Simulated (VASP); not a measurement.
# KCl (Fm-3m) in VASP: further runs

The runs below take KCl through single point, with r2SCAN+rVV10, r2SCAN.

Program: VASP 6.6.1. These are calculated values, not measurements. Logs are shortened: lines on timing, memory, paths and dates and some standing lists are left out, and cuts for length are marked.

## 1. The cell of the first run

It takes space group Fm-3m (No. 225, cubic). The conventional cell has a = 6.290 Å, b = 6.290 Å, c = 6.290 Å, α = 90.00°, β = 90.00°, γ = 90.00°. Within 4.1 Å of K (site symmetry m-3m) lie 6 Cl at 3.14 Å. Within 4.1 Å of Cl (site symmetry m-3m) lie 6 K at 3.14 Å.

## 2. Single point, r2SCAN+rVV10

File POSCAR:

```
KCl
1.0
    0.0000000000      3.1448483221      3.1448483221
    3.1448483221      0.0000000000      3.1448483221
    3.1448483221      3.1448483221      0.0000000000
K Cl
1 1
Direct
    0.0000000000      0.0000000000      0.0000000000
    0.5000000000      0.5000000000      0.5000000000
```

File INCAR.step1:

```
ALGO = Normal ; EDIFF = 1E-4
ENCUT = 520 ; GGA = PE
ISMEAR = 0 ; LASPH = T
LCHARG = F ; LREAL = F
LWAVE = T ; NBANDS = 15
NELM = 100 ; PREC = Accurate
SIGMA = 0.01
```

File INCAR.step2:

```
ALGO = Normal ; BPARAM = 11.95
CPARAM = 0.0093 ; EDIFF = 1E-6
ENCUT = 520 ; ISIF = 2
ISMEAR = 0 ; ISTART = 1
IVDW_NL = 2 ; LASPH = T
LCHARG = T ; LELF = T
LMIXTAU = T ; LREAL = F
LUSE_VDW = T ; LVHAR = T
LWAVE = F ; METAGGA = R2SCAN
NBANDS = 15 ; NELM = 100
PREC = Accurate ; SIGMA = 0.01
```

File KPOINTS:

```
k-points
0
Gamma
  6 6 6
```

Potentials or basis: VASP PAW PBE potentials, release 64 (K_sv, Cl).

The run is started by

```
$ cat potpaw_PBE.64/K_sv/POTCAR potpaw_PBE.64/Cl/POTCAR > POTCAR
$ cp INCAR.step1 INCAR
$ mpirun -np 1 vasp_std > vasp.out
$ cp INCAR.step2 INCAR
$ mpirun -np 1 vasp_std > vasp.out
```

OUTCAR:

```text
BPARAM = 11.95
   EDIFF = 1E-6
   ENCUT = 520
   ISIF = 2
   ISMEAR = 0
   ISTART = 1
   IVDW_NL = 2
   LASPH = T
   LREAL = F
   METAGGA = R2SCAN
   NELM = 100
   PREC = Accurate

 ion  position               nearest neighbor table
   1  0.000  0.000  0.000-   2 3.14   2 3.14   2 3.14   2 3.14   2 3.14   2 3.14
   2  0.500  0.500  0.500-   1 3.14   1 3.14   1 3.14   1 3.14   1 3.14   1 3.14

  LATTYP: Found a face centered cubic cell.
 ALAT       =     6.2896966442

  Lattice vectors:

 A1 = (   0.0000000000,   3.1448483221,   3.1448483221)
 A2 = (   3.1448483221,   0.0000000000,   3.1448483221)
 A3 = (   3.1448483221,   3.1448483221,   0.0000000000)

Analysis of symmetry for initial positions (statically):
=====================================================================
 Subroutine PRICEL returns:
 Original cell was already a primitive cell.

 Routine SETGRP: Setting up the symmetry group for a
 face centered cubic supercell.

 Subroutine GETGRP returns: Found 48 space group operations
 (whereof 48 operations were pure point group operations)
 out of a pool of 48 trial point group operations.

The static configuration has the point symmetry O_h .

Analysis of symmetry for dynamics (positions and initial velocities):
=====================================================================
 Subroutine PRICEL returns:
 Original cell was already a primitive cell.

 Routine SETGRP: Setting up the symmetry group for a
 face centered cubic supercell.

 Subroutine GETGRP returns: Found 48 space group operations
 (whereof 48 operations were pure point group operations)
 out of a pool of 48 trial point group operations.

The dynamic configuration has the point symmetry O_h .

 Subroutine INISYM returns: Found 48 space group operations
 (whereof 48 operations are pure point group operations),
 and found     1 'primitive' translations

----------------------------------------------------------------------------------------

                                     Primitive cell

  volume of cell :      62.2055

  direct lattice vectors                    reciprocal lattice vectors
     0.000000000  3.144848322  3.144848322    -0.158990180  0.158990180  0.158990180
     3.144848322  0.000000000  3.144848322     0.158990180 -0.158990180  0.158990180
     3.144848322  3.144848322  0.000000000     0.158990180  0.158990180 -0.158990180

  length of vectors
     4.447487149  4.447487149  4.447487149     0.275379069  0.275379069  0.275379069

[... 81 lines left out ...]
   PSTRESS=    0.0 pullay stress
   NELECT =      16.0000    total number of electrons
   NUPDOWN=      -1.0000    fix difference up-down
   EMIN   =  10.00;   EMAX   =-10.00  energy-range for DOS
   EFERMI =   0.00;   METHOD = LEGACY
   ISMEAR =     0;   SIGMA  =   0.01  broadening in eV -4-tet -1-fermi 0-gaus
   EFERMI_NEDOS =   21; number of points for ismear=-14 and -15
   IALGO  =     38    algorithm
   IMIX   =      4    mixing-type and parameters
     AMIX     =   0.40;   BMIX     =  1.00
     AMIX_MAG =   1.60;   BMIX_MAG =  1.00
  volume/ion in A,a.u.               =      31.10       209.89
  Fermi-wavevector in a.u.,A,eV,Ry     =   1.041130  1.967451 14.748069  1.083952
  Thomas-Fermi vector in A             =   2.175737
   LORBIT       =      0    0 simple, 1 ext, 2 COOP (PROOUT), +10 PAW based schemes
   METAGGA = R2SCAN    functional components
   LHFCALC =     F    Hartree Fock is set to
   AEXX    =    0.0000 exact exchange contribution
   IVDW_NL    =     2    kernel type
   BPARAM     =11.9500
   IVDW    =     0    specifies the selected vdW correction
   LEPSILON=     F    determine dielectric tensor
   LRPA    =     F    only Hartree local field effects (RPA)
 non-spin polarized calculation
 Gauss-broadening in eV      SIGMA  =   0.01
  energy-cutoff  :      520.00
  volume of cell :       62.21
 maximum number of plane-waves:      1694
 NGX is ok and might be reduce to    36
   NGX = 17   NGY = 17   NGZ = 17

 number of electron      16.0000001 magnetization

 Free energy of the ion-electron system (eV)
  ---------------------------------------------------
  ext. energy  EPLUGINS =         0.00000000
  ---------------------------------------------------
  free energy    TOTEN  =       -16.00019834 eV

  energy without entropy =      -16.00019834  energy(sigma->0) =      -16.00019834

 E-fermi :  -2.1515     XC(G=0):  -8.0379

 val. band max:       -2.2688762545   @ k =   0.0000   0.0000   0.0000
 cond. band min:       3.4568669348   @ k =   0.0000   0.0000   0.0000
 fundamental gap:      5.7257431892
 Fermi energy:        -2.1515195364

 k-point     1 :       0.0000    0.0000    0.0000
  band No.  band energies     occupation
      1     -30.4974      2.00000
      2     -14.9439      2.00000
      3     -13.1917      2.00000
      4     -13.1917      2.00000
      5     -13.1917      2.00000
      6      -2.2689      2.00000
      7      -2.2689      2.00000
      8      -2.2689      2.00000
      9       3.4569      0.00000
     10       6.7184      0.00000
     11       6.7184      0.00000
     12       6.7184      0.00000
     13       7.7956      0.00000
     14       7.7956      0.00000
[... 257 lines left out ...]
      2     -14.9051      2.00000
      3     -13.3121      2.00000
      4     -13.2689      2.00000
      5     -13.1449      2.00000
      6      -2.8599      2.00000
      7      -2.6930      2.00000
      8      -2.6378      2.00000
      9       5.4234      0.00000
     10       7.1531      0.00000
     11       7.6536      0.00000
     12       8.7912      0.00000
     13       9.5820      0.00000
     14      10.2657      0.00000
     15      10.8212      0.00000

------------------------ aborting loop because EDIFF is reached ----------------------------------------

  FORCE on cell =-STRESS in cart. coord.  units (eV):
  Direction    XX          YY          ZZ          XY          YZ          ZX
  --------------------------------------------------------------------------------------
  -------------------------------------------------------------------------------------
  Total       -0.2039240     -0.2039240     -0.2039240      0.0000000      0.0000000     -0.0000000
  in kB       -5.2523048     -5.2523048     -5.2523048      0.0000000      0.0000000     -0.0000000
  external PRESSURE =      -5.2523048 kB  Pullay stress =       0.0000000 kB

 VOLUME and BASIS-vectors are now :
 -----------------------------------------------------------------------------
  energy-cutoff  :      520.00
  volume of cell :       62.21
      direct lattice vectors                 reciprocal lattice vectors
     0.000000000  3.144848322  3.144848322    -0.158990180  0.158990180  0.158990180
     3.144848322  0.000000000  3.144848322     0.158990180 -0.158990180  0.158990180
     3.144848322  3.144848322  0.000000000     0.158990180  0.158990180 -0.158990180

 POSITION                                       TOTAL-FORCE (eV/Angst)
 -----------------------------------------------------------------------------------
      0.00000      0.00000      0.00000         0.000000      0.000000     -0.000000
      3.14485      3.14485      3.14485        -0.000000     -0.000000      0.000000
 -----------------------------------------------------------------------------------
    total drift:                                0.000000      0.000000      0.000000

  FREE ENERGIE OF THE ION-ELECTRON SYSTEM (eV)
  ---------------------------------------------------
  free  energy   TOTEN  =       -16.0001983388 eV

  energy  without entropy=      -16.0001983388  energy(sigma->0) =      -16.00019834
```

It took 2.3 min on 1 thread of Intel Xeon 6975P-C, shared host; peak memory 0.4 GiB.

What came out:

| Property | Result |
| --- | --- |
| Free energy | -16.0002 eV |
| Pressure | -0.5 GPa |
| Band gap on the k mesh | 5.73 eV, direct |

Caveat: the PAW data sets were made with another functional, which shifts forces and pressure a little.

## 3. Single point, r2SCAN

POSCAR is that of step 2.

File INCAR.step1:

```
SYSTEM = KCl
ALGO = Normal
EDIFF = 1E-4
ENCUT = 520
GGA = PE
ISMEAR = 0
LASPH = .True.
LCHARG = .False.
LREAL = .False.
LWAVE = .True.
NBANDS = 15
NELM = 100
PREC = Accurate
SIGMA = 0.5
```

File INCAR.step2:

```
SYSTEM = KCl
ALGO = Normal
EDIFF = 1E-6
ENCUT = 520
ISIF = 2
ISMEAR = 0
ISTART = 1
LASPH = .True.
LCHARG = .False.
LMIXTAU = .True.
LREAL = .False.
LWAVE = .False.
METAGGA = R2SCAN
NBANDS = 15
NELM = 100
PREC = Accurate
SIGMA = 0.5
```

File KPOINTS:

```
k-points
0
Gamma
  6 6 6
  0 0 0
```

Potentials or basis: VASP PAW PBE potentials, release 64 (K_sv, Cl).

The run is started by

```
$ cat potpaw_PBE.64/K_sv/POTCAR potpaw_PBE.64/Cl/POTCAR > POTCAR
$ cp INCAR.step1 INCAR
$ mpirun -np 1 vasp_std > vasp.out
$ cp INCAR.step2 INCAR
$ mpirun -np 1 vasp_std > vasp.out
```

OUTCAR:

```text
SYSTEM = KCl
   EDIFF = 1E-6
   ENCUT = 520
   ISIF = 2
   ISMEAR = 0
   ISTART = 1
   LASPH = .True.
   LREAL = .False.
   METAGGA = R2SCAN
   NELM = 100
   PREC = Accurate

 ion  position               nearest neighbor table
   1  0.000  0.000  0.000-   2 3.14   2 3.14   2 3.14   2 3.14   2 3.14   2 3.14
   2  0.500  0.500  0.500-   1 3.14   1 3.14   1 3.14   1 3.14   1 3.14   1 3.14

  LATTYP: Found a face centered cubic cell.
 ALAT       =     6.2896966442

  Lattice vectors:

 A1 = (   0.0000000000,   3.1448483221,   3.1448483221)
 A2 = (   3.1448483221,   0.0000000000,   3.1448483221)
 A3 = (   3.1448483221,   3.1448483221,   0.0000000000)

Analysis of symmetry for initial positions (statically):
=====================================================================
 Subroutine PRICEL returns:
 Original cell was already a primitive cell.

 Routine SETGRP: Setting up the symmetry group for a
 face centered cubic supercell.

 Subroutine GETGRP returns: Found 48 space group operations
 (whereof 48 operations were pure point group operations)
 out of a pool of 48 trial point group operations.

The static configuration has the point symmetry O_h .

Analysis of symmetry for dynamics (positions and initial velocities):
=====================================================================
 Subroutine PRICEL returns:
 Original cell was already a primitive cell.

 Routine SETGRP: Setting up the symmetry group for a
 face centered cubic supercell.

 Subroutine GETGRP returns: Found 48 space group operations
 (whereof 48 operations were pure point group operations)
 out of a pool of 48 trial point group operations.

The dynamic configuration has the point symmetry O_h .

 Subroutine INISYM returns: Found 48 space group operations
 (whereof 48 operations are pure point group operations),
 and found     1 'primitive' translations

----------------------------------------------------------------------------------------

                                     Primitive cell

  volume of cell :      62.2055

[... 109 lines left out ...]
   LRPA    =     F    only Hartree local field effects (RPA)
 non-spin polarized calculation
 Gauss-broadening in eV      SIGMA  =   0.50
  energy-cutoff  :      520.00
  volume of cell :       62.21
 maximum number of plane-waves:      1694
 NGX is ok and might be reduce to    36
   NGX = 17   NGY = 17   NGZ = 17

 number of electron      16.0000001 magnetization

 Free energy of the ion-electron system (eV)
  ---------------------------------------------------
  ext. energy  EPLUGINS =         0.00000000
  ---------------------------------------------------
  free energy    TOTEN  =       -16.50648773 eV

  energy without entropy =      -16.50648773  energy(sigma->0) =      -16.50648773

 E-fermi :  -0.0235     XC(G=0):  -7.9603

 val. band max:       -2.2580825455   @ k =   0.0000   0.0000   0.0000
 cond. band min:       3.5771010618   @ k =   0.0000   0.0000   0.0000
 fundamental gap:      5.8351836072
 Fermi energy:        -0.0235154372

 k-point     1 :       0.0000    0.0000    0.0000
  band No.  band energies     occupation
      1     -30.5230      2.00000
      2     -14.9299      2.00000
      3     -13.2143      2.00000
      4     -13.2143      2.00000
      5     -13.2143      2.00000
      6      -2.2581      2.00000
      7      -2.2581      2.00000
      8      -2.2581      2.00000
      9       3.5771      0.00000
     10       6.7765      0.00000
     11       6.7765      0.00000
     12       6.7765      0.00000
     13       7.8204      0.00000
     14       7.8204      0.00000
[... 257 lines left out ...]
      2     -14.8935      2.00000
      3     -13.3326      2.00000
      4     -13.2902      2.00000
      5     -13.1661      2.00000
      6      -2.8393      2.00000
      7      -2.6777      2.00000
      8      -2.6213      2.00000
      9       5.5223      0.00000
     10       7.2603      0.00000
     11       7.7186      0.00000
     12       8.8238      0.00000
     13       9.5962      0.00000
     14      10.2765      0.00000
     15      10.8717      0.00000

------------------------ aborting loop because EDIFF is reached ----------------------------------------

  FORCE on cell =-STRESS in cart. coord.  units (eV):
  Direction    XX          YY          ZZ          XY          YZ          ZX
  --------------------------------------------------------------------------------------
  -------------------------------------------------------------------------------------
  Total        0.0011201      0.0011201      0.0011201      0.0000000      0.0000000     -0.0000000
  in kB        0.0288505      0.0288505      0.0288505      0.0000000      0.0000000     -0.0000000
  external PRESSURE =       0.0288505 kB  Pullay stress =       0.0000000 kB

 VOLUME and BASIS-vectors are now :
 -----------------------------------------------------------------------------
  energy-cutoff  :      520.00
  volume of cell :       62.21
      direct lattice vectors                 reciprocal lattice vectors
     0.000000000  3.144848322  3.144848322    -0.158990180  0.158990180  0.158990180
     3.144848322  0.000000000  3.144848322     0.158990180 -0.158990180  0.158990180
     3.144848322  3.144848322  0.000000000     0.158990180  0.158990180 -0.158990180

 POSITION                                       TOTAL-FORCE (eV/Angst)
 -----------------------------------------------------------------------------------
      0.00000      0.00000      0.00000         0.000000     -0.000000      0.000000
      3.14485      3.14485      3.14485        -0.000000      0.000000     -0.000000
 -----------------------------------------------------------------------------------
    total drift:                                0.000000      0.000000      0.000000

  FREE ENERGIE OF THE ION-ELECTRON SYSTEM (eV)
  ---------------------------------------------------
  free  energy   TOTEN  =       -16.5064877301 eV

  energy  without entropy=      -16.5064877301  energy(sigma->0) =      -16.50648773
```

OUTCAR.step1:

```text
SYSTEM = KCl
   EDIFF = 1E-4
   ENCUT = 520
   GGA = PE
   ISMEAR = 0
   LASPH = .True.
   LREAL = .False.
[... 498 lines left out ...]
      0.00000      0.00000      0.00000        -0.000000     -0.000000     -0.000000
      3.14485      3.14485      3.14485         0.000000      0.000000      0.000000
 -----------------------------------------------------------------------------------
    total drift:                                0.000000      0.000000      0.000000

  FREE ENERGIE OF THE ION-ELECTRON SYSTEM (eV)
  ---------------------------------------------------
  free  energy   TOTEN  =        -6.8033691772 eV

  energy  without entropy=       -6.8033691771  energy(sigma->0) =       -6.80336918
```

It took 69 s on 1 thread of Intel Xeon 6975P-C, shared host; peak memory 0.21 GiB.

Results:

- Free energy: -16.5065 eV
- Pressure: 0.0 GPa
- Band gap on the k mesh: 5.84 eV, direct

Levels at points of the mesh, in eV from the valence-band top:
| k point | band 4 | band 5 | band 6 | band 7 | band 8 | band 9 | band 10 | band 11 | band 12 | band 13 |
| --- | --- | --- | --- | --- | --- | --- | --- | --- | --- | --- |
| (0.00, 0.00, 0.00) | -10.96 | -10.96 | 0.00 | 0.00 | 0.00 | 5.84 | 9.03 | 9.03 | 9.03 | 10.08 |
| (0.50, 0.00, 0.00) | -10.96 | -10.73 | -1.05 | -0.32 | -0.32 | 8.14 | 9.25 | 11.33 | 11.33 | 12.19 |
| (0.50, 0.50, 0.00) | -11.01 | -11.01 | -0.67 | -0.23 | -0.23 | 7.03 | 9.22 | 10.70 | 11.11 | 11.57 |

Caveat: the PAW data sets were made with another functional, which shifts forces and pressure a little. r2SCAN opens gaps a little over a GGA but as a rule still falls short of measured ones.
